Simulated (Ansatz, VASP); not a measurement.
# CdSe in VASP and in Ansatz

```
Cd Se
1.0
     0.00000    3.19049    3.19049
     3.19049    0.00000    3.19049
     3.19049    3.19049    0.00000
Cd Se
1 1
Direct
  0.00000 0.00000 0.00000
  0.25000 0.25000 0.25000
```

Change from the starting cell: hydrostatic strain +4.0%.

Alike in both runs: task single point; functional PBE; k mesh 8 × 8 × 8; occupations fermi-dirac, width 0.02 eV; no spin polarisation.

|  | VASP | Ansatz |
| --- | --- | --- |
| version | VASP 6.6.1 | Ansatz 0.2.0 |
| potentials or method | VASP PAW PBE potentials, release 64 (Cd, Se) | plane waves, PAW |
| plane-wave cutoff (eV) | 520 | 420 |
| valence electrons in the cell | 18 | 36 |

VASP gave:

```
pressure (GPa) : -3.0
```

**Question.** Estimate Ansatz's values.

**Answer.** Pressure (GPa): -3.2.

VASP's potentials hold 18 valence electrons a cell and Ansatz's 36, so a difference there can come from the potentials and not from the codes.
